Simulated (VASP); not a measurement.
Crystal: InSe.

```
In Se
1.0
     5.82639   -2.05465    0.00000
     5.82639    2.05465    0.00000
    -1.72323    0.00000    4.77135
In Se
2 2
Direct
  0.88820 0.88820 0.04684
  0.11180 0.11180 0.95316
  0.66093 0.66093 0.66896
  0.33907 0.33907 0.33104
```

Base run:

```yaml
Program: VASP 6.6.1
Functional: r2SCAN
Potentials_or_basis: VASP PAW PBE potentials, release 64 (In_d, Se)
Cutoff: 520 eV
k_mesh: 7 × 7 × 6
Occupations: fermi-dirac, width 0.05 eV
Spin: no spin polarisation
```

Its results: band gap on the k mesh 1.50 eV (least direct gap 1.62 eV); pressure -0.1 GPa; largest force 0.028 eV/Å.

The run is repeated on the same cell with these changes: functional from r2SCAN to r2SCAN50; k mesh from 7 × 7 × 6 to 4 × 4 × 3. What comes out?

Band gap on the k mesh 4.29 eV (least direct gap 4.38 eV); pressure -2.7 GPa; largest force 0.489 eV/Å.

Several settings changed at once.

Caveats: some runs use coarse meshes; the PAW data sets were made with another functional, which shifts forces and pressure a little; spin-orbit coupling is left out, which moves the levels of the heavy elements.

A k mesh can miss the band edges.
